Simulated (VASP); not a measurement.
# Rh (I4/mmm) in VASP: a series of runs, part 2 of 2

VASP 6.6.1. The steps go on from the part before.

### 3 Single point, PBE

This run uses another cell than the first one, of 13.94 Å³/atom, 1.010 times its volume.

INCAR

```
SYSTEM = Rh
PREC = Accurate
ENCUT = 520
EDIFF = 1E-6
ISMEAR = -1
SIGMA = 0.05
LREAL = .False.
LASPH = .True.
NELM = 80
ALGO = Fast
ISIF = 2
LWAVE = .False.
LCHARG = .False.
GGA = PE
NBANDS = 14
```

KPOINTS

```
regular mesh
0
Gamma
  10 10 10
  0 0 0
```

POSCAR

```
Rh
1.0
    0.0000000000      1.8978500000      1.9358070000
    1.8978500000      0.0000000000      1.9358070000
    1.8978500000      1.8978500000      0.0000000000
Rh
1
Direct
    0.0000000000      0.0000000000      0.0000000000
```

Potentials or basis: VASP PAW PBE potentials, release 64 (Rh_pv).

The run is started by

```bash
> cat potpaw_PBE.64/Rh_pv/POTCAR > POTCAR
> mpirun -np 1 vasp_std > vasp.out
```

OUTCAR:

```text
SYSTEM = Rh
   PREC = Accurate
   ENCUT = 520
   EDIFF = 1E-6
   ISMEAR = -1
   LREAL = .False.
   LASPH = .True.
   NELM = 80
   ISIF = 2
   GGA = PE

 ion  position               nearest neighbor table
   1  0.000  0.000  0.000-

  LATTYP: Found a body centered tetragonal cell.
 ALAT       =     2.6839652093
 C/A-ratio  =     1.4424978336

  Lattice vectors:

 A1 = (  -1.8978500000,   0.0000000000,   1.9358070000)
 A2 = (   1.8978500000,   0.0000000000,   1.9358070000)
 A3 = (   0.0000000000,   1.8978500000,  -1.9358070000)

Analysis of symmetry for initial positions (statically):
=====================================================================
 Subroutine PRICEL returns:
 Original cell was already a primitive cell.

 Routine SETGRP: Setting up the symmetry group for a
 body centered tetragonal supercell.

 Subroutine GETGRP returns: Found 16 space group operations
 (whereof 16 operations were pure point group operations)
 out of a pool of 16 trial point group operations.

The static configuration has the point symmetry D_4h.

Analysis of symmetry for dynamics (positions and initial velocities):
=====================================================================
 Subroutine PRICEL returns:
 Original cell was already a primitive cell.

 Routine SETGRP: Setting up the symmetry group for a
 body centered tetragonal supercell.

 Subroutine GETGRP returns: Found 16 space group operations
 (whereof 16 operations were pure point group operations)
 out of a pool of 16 trial point group operations.

The dynamic configuration has the point symmetry D_4h.

 Subroutine INISYM returns: Found 16 space group operations
 (whereof 16 operations are pure point group operations),
 and found     1 'primitive' translations

----------------------------------------------------------------------------------------

                                     Primitive cell

  volume of cell :      13.9449

  direct lattice vectors                    reciprocal lattice vectors
     0.000000000  1.897850000  1.935807000    -0.263456016  0.263456016  0.258290212
     1.897850000  0.000000000  1.935807000     0.263456016 -0.263456016  0.258290212
     1.897850000  1.897850000  0.000000000     0.263456016  0.263456016 -0.258290212

  length of vectors
     2.710937728  2.710937728  2.683965209     0.453356348  0.453356348  0.453356348

  position of ions in fractional coordinates (direct lattice)
     0.000000000  0.000000000  0.000000000

  ion indices of the primitive-cell ions
   primitive index   ion index
                 1           1

----------------------------------------------------------------------------------------

 KPOINTS: regular mesh

Automatic generation of k-mesh.
 Grid dimensions read from file:
 generate k-points for:   10   10   10

 Generating k-lattice:

  Cartesian coordinates                     Fractional coordinates (reciprocal lattice)
    -0.026345602  0.026345602  0.025829021     0.100000000 -0.000000000  0.000000000
     0.026345602 -0.026345602  0.025829021    -0.000000000  0.100000000  0.000000000
     0.026345602  0.026345602 -0.025829021     0.000000000  0.000000000  0.100000000

  Length of vectors
     0.045335635  0.045335635  0.045335635

  Shift w.r.t. Gamma in fractional coordinates (k-lattice)
     0.000000000  0.000000000  0.000000000

 Subroutine IBZKPT returns following result:
 ===========================================

 Found    102 irreducible k-points:

 Following reciprocal coordinates:
            Coordinates               Weight
  0.000000  0.000000  0.000000      1.000000
  0.100000 -0.000000  0.000000      8.000000
  0.200000 -0.000000  0.000000      8.000000
  0.300000 -0.000000  0.000000      8.000000
  0.400000  0.000000  0.000000      8.000000
  0.500000 -0.000000  0.000000      4.000000
[... 16 lines left out ...]
  0.300000  0.300000  0.000000      2.000000
  0.400000  0.300000  0.000000      8.000000
 [... further k-points ...]
   k-points           NKPTS =    102   k-points in BZ     NKDIM =    102   number of bands    NBANDS=     14
   number of dos      NEDOS =    301   number of ions     NIONS =      1
   total plane-waves  NPLWV =   8000
   dimension x,y,z NGX =    20 NGY =   20 NGZ =   20
   dimension x,y,z NGXF=    40 NGYF=   40 NGZF=   40
   ions per type =               1
   NGX,Y,Z   is equivalent  to a cutoff of  12.26, 12.26, 12.39 a.u.
   NGXF,Y,Z  is equivalent  to a cutoff of  24.53, 24.53, 24.78 a.u.
 SYSTEM =  Rh
   PREC   = accura    normal or accurate (medium, high low for compatibility)
   ISTART =      0    job   : 0-new  1-cont  2-samecut
   ICHARG =      2    charge: 1-file 2-atom 10-const
   ISPIN  =      1    spin polarized calculation?
   LNONCOLLINEAR =      F non collinear calculations
   LSORBIT =      F    spin-orbit coupling
   LASPH  =      T    aspherical Exc in radial PAW
   ENCUT  =  520.0 eV  38.22 Ry    6.18 a.u.   5.04  5.04  4.99*2*pi/ulx,y,z
   NELM   =     80;   NELMIN=  2; NELMDL= -5     # of ELM steps
   EDIFF  = 0.1E-05   stopping-criterion for ELM
   LREAL  =      F    real-space projection
   EDIFFG = 0.1E-04   stopping-criterion for IOM
   NSW    =      0    number of steps for IOM
   IBRION =     -1    ionic relax: 0-MD 1-quasi-New 2-CG
   NFREE  =      0    steps in history (QN), initial steepest desc. (CG)
   ISIF   =      2    stress and relaxation
   ISYM   =      2    0-nonsym 1-usesym 2-fastsym
   POTIM  = 0.5000    time-step for ionic-motion
   TEBEG  =    0.0;   TEEND  =   0.0 temperature during run
   PSTRESS=    0.0 pullay stress
   NELECT =      15.0000    total number of electrons
   NUPDOWN=      -1.0000    fix difference up-down
   EMIN   =  10.00;   EMAX   =-10.00  energy-range for DOS
   EFERMI =   0.00;   METHOD = LEGACY
   ISMEAR =    -1;   SIGMA  =   0.05  broadening in eV -4-tet -1-fermi 0-gaus
   EFERMI_NEDOS =   21; number of points for ismear=-14 and -15
   IALGO  =     68    algorithm
   IMIX   =      4    mixing-type and parameters
     AMIX     =   0.40;   BMIX     =  1.00
     AMIX_MAG =   1.60;   BMIX_MAG =  1.00
  volume/ion in A,a.u.               =      13.94        94.10
  Fermi-wavevector in a.u.,A,eV,Ry     =   1.677387  3.169802 38.281728  2.813628
  Thomas-Fermi vector in A             =   2.761662
   LORBIT       =      0    0 simple, 1 ext, 2 COOP (PROOUT), +10 PAW based schemes
   GGA     = PE    functional components
   LHFCALC =     F    Hartree Fock is set to
   AEXX    =    0.0000 exact exchange contribution
   IVDW    =     0    specifies the selected vdW correction
   LEPSILON=     F    determine dielectric tensor
   LRPA    =     F    only Hartree local field effects (RPA)
 non-spin polarized calculation
 RMM-DIIS sequential band-by-band and
  energy-cutoff  :      520.00
  volume of cell :       13.94
 maximum number of plane-waves:       386
   NGX =  9   NGY =  9   NGZ =  9

 number of electron      15.0000003 magnetization

 Free energy of the ion-electron system (eV)
  ---------------------------------------------------
  ext. energy  EPLUGINS =         0.00000000
  ---------------------------------------------------
  free energy    TOTEN  =        -7.26986281 eV

  energy without entropy =       -7.25707077  energy(sigma->0) =       -7.26346679

 E-fermi :  11.6693     XC(G=0): -13.9412

 val. band max:       11.6690370742   @ k =   0.3000   0.3000   0.0000
 cond. band min:      11.6709384422   @ k =   0.5000   0.1000   0.4000
 fundamental gap:      0.0019013680
 Fermi energy:        11.6692898362

 k-point     1 :       0.0000    0.0000    0.0000
  band No.  band energies     occupation
      1     -34.7237      2.00000
      2     -34.7124      2.00000
      3     -34.7124      2.00000
      4       3.7912      2.00000
      5       8.4906      2.00000
      6       8.7031      2.00000
      7       8.7031      2.00000
      8      10.5399      2.00000
      9      10.7966      2.00000
     10      27.6564      0.00000
     11      32.2039      0.00000
     12      32.6395      0.00000
     13      33.2339      0.00000
     14      33.2339      0.00000
[... 375 lines left out ...]
 k-point    24 :       0.4000    0.3000    0.0000
  band No.  band energies     occupation
      1     -35.2477      2.00000
      2     -34.9234      2.00000
      3     -34.8971      2.00000
      4       6.1419      2.00000
      5       6.4754      2.00000
      6      10.1618      2.00000
      7      11.0361      1.99999
      8      12.1167      0.00026
      9      12.9402      0.00000
     10      25.9665      0.00000
     11      27.3698      0.00000
     12      27.8303      0.00000
     13      32.2049      0.00000
     14      33.3993      0.00000

 [... further k-points ...]
[... 5 lines left out ...]
  --------------------------------------------------------------------------------------
  -------------------------------------------------------------------------------------
  Total        0.2925440      0.2925440     -0.0987634      0.0000000      0.0000000      0.0000000
  in kB       33.6113544     33.6113544    -11.3472576      0.0000000      0.0000000      0.0000000
  external PRESSURE =      18.6251504 kB  Pullay stress =       0.0000000 kB

 VOLUME and BASIS-vectors are now :
 -----------------------------------------------------------------------------
  energy-cutoff  :      520.00
  volume of cell :       13.94
      direct lattice vectors                 reciprocal lattice vectors
     0.000000000  1.897850000  1.935807000    -0.263456016  0.263456016  0.258290212
     1.897850000  0.000000000  1.935807000     0.263456016 -0.263456016  0.258290212
     1.897850000  1.897850000  0.000000000     0.263456016  0.263456016 -0.258290212

 POSITION                                       TOTAL-FORCE (eV/Angst)
 -----------------------------------------------------------------------------------
      0.00000      0.00000      0.00000        -0.000000     -0.000000      0.000000
 -----------------------------------------------------------------------------------
    total drift:                                0.000000     -0.000000      0.000000

  FREE ENERGIE OF THE ION-ELECTRON SYSTEM (eV)
  ---------------------------------------------------
  free  energy   TOTEN  =        -7.2698628075 eV

  energy  without entropy=       -7.2570707699  energy(sigma->0) =       -7.26346679
```

OSZICAR:

```text
N       E                     dE             d eps       ncg     rms          rms(c)
DAV:   1     0.120096478849E+03    0.12010E+03   -0.87199E+03  2856   0.114E+03
DAV:   2    -0.622986212913E+01   -0.12633E+03   -0.12101E+03  3132   0.339E+02
DAV:   3    -0.776439291641E+01   -0.15345E+01   -0.15326E+01  3396   0.415E+01
DAV:   4    -0.777003164299E+01   -0.56387E-02   -0.56381E-02  3348   0.258E+00
DAV:   5    -0.777008296934E+01   -0.51326E-04   -0.51327E-04  3336   0.217E-01    0.979E+00
RMM:   6    -0.728828690757E+01    0.48180E+00   -0.79092E-01  3059   0.871E+00    0.341E+00
RMM:   7    -0.727311273021E+01    0.15174E-01   -0.30627E-02  3121   0.189E+00    0.158E+00
RMM:   8    -0.727008795035E+01    0.30248E-02   -0.51005E-03  3375   0.807E-01    0.221E-01
RMM:   9    -0.726985538074E+01    0.23257E-03   -0.53603E-04  3477   0.264E-01    0.160E-02
RMM:  10    -0.726986501532E+01   -0.96346E-05   -0.63389E-05  3509   0.104E-01    0.144E-02
RMM:  11    -0.726986244025E+01    0.25751E-05   -0.52889E-06  3278   0.294E-02    0.115E-03
RMM:  12    -0.726986280753E+01   -0.36728E-06   -0.11375E-06  2401   0.144E-02
   1 F= -.72698628E+01 E0= -.72634668E+01  d E =-.127920E-01
```

stdout:

```text
POSCAR found type information on POSCAR Rh
 POSCAR found :  1 types and       1 ions
 scaLAPACK will be used
 LDA part: xc-table for (Slater+PW92), standard interpolation
 POSCAR, INCAR and KPOINTS ok, starting setup
 FFT: planning ... GRIDC
 FFT: planning ... GRID_SOFT
 FFT: planning ... GRID
 WAVECAR not read
 entering main loop
WARNING in EDDRMM: call to ZHEGV failed, returncode =   8  4     14
```

Run time: 11 s. Hardware: 1 thread of Intel Xeon Platinum 8488C (Sapphire Rapids), shared host; peak memory 0.13 GiB.

Results:

```yaml
Free_energy: -7.2699 eV
Pressure: 1.9 GPa
```

### 4 Single point, PBE

This run uses another cell than the first one, of 14.22 Å³/atom, 1.030 times its volume.

INCAR

```
ALGO     = Normal         # electronic algorithm
EDIFF    = 1E-6           # SCF threshold, eV
ENCUT    = 520            # plane-wave cutoff, eV
GGA      = PE             # functional
ISIF     = 2              # what is computed and relaxed
ISMEAR   = -1             # smearing method
LASPH    = True           # aspherical terms in the spheres
LCHARG   = True           # write CHGCAR
LELF     = True           # ELF
LREAL    = False          # projectors in reciprocal space
LVHAR    = True         
LWAVE    = False          # write WAVECAR
NBANDS   = 14             # bands
NELM     = 100            # most SCF steps
PREC     = Accurate       # precision mode
SIGMA    = 0.05           # smearing width, eV
```

KPOINTS

```
k-points
0
Gamma
  10 10 10
```

POSCAR

```
Rh
1.0
    0.0000000000      1.8978500000      1.9737640000
    1.8978500000      0.0000000000      1.9737640000
    1.8978500000      1.8978500000      0.0000000000
Rh
1
Direct
    0.0000000000      0.0000000000      0.0000000000
```

The run is started by

```bash
> cat potpaw_PBE.64/Rh_pv/POTCAR > POTCAR
> mpirun -np 1 vasp_std > vasp.out
```

Run time: 13 s. Hardware: 1 thread of Intel Xeon Platinum 8488C (Sapphire Rapids), shared host; peak memory 0.13 GiB.

The run converged. Its results:

```
Free energy : -7.2618 eV
Pressure    : -2.8 GPa
```

Stress tensor (GPa, compression positive):
```
-0.02  0.00  0.00
 0.00 -0.02  0.00
 0.00  0.00 -8.50
```

Levels at points of the mesh, in eV from the Fermi level:
```csv
k point,band 4,band 5,band 6,band 7,band 8,band 9,band 10,band 11
"(0.00, 0.00, 0.00)",-7.73,-3.22,-2.80,-2.80,-1.23,-0.73,16.02,20.52
"(0.50, 0.00, 0.00)",-5.87,-3.22,-2.81,0.41,0.60,0.76,8.29,15.45
"(0.50, 0.50, 0.00)",-6.02,-5.66,0.51,0.88,0.88,2.67,11.12,13.59
"(0.50, 0.00, 0.50)",-6.03,-5.67,0.46,0.73,1.09,3.48,12.19,12.69
```

### 5 Overview

```tsv
cell	gap on the mesh (eV)	pressure (GPa)
a = 2.697, b = 2.697, c = 2.684 Å, angles 60.2, 60.2, 59.7°, 1 atom	none	4.7
a = 2.711, b = 2.711, c = 2.684 Å, angles 60.3, 60.3, 59.3°, 1 atom	none	1.9
a = 2.738, b = 2.738, c = 2.684 Å, angles 60.7, 60.7, 58.7°, 1 atom	none	-2.8
```

Alike in all rows: task single point; level PBE; potentials or basis VASP PAW PBE potentials, release 64 (Rh_pv); no spin polarisation; k mesh 10 × 10 × 10; cutoff (eV) 520; smearing fermi-dirac 0.05 eV.

Absolute energies hang on the potentials; compare differences alone.
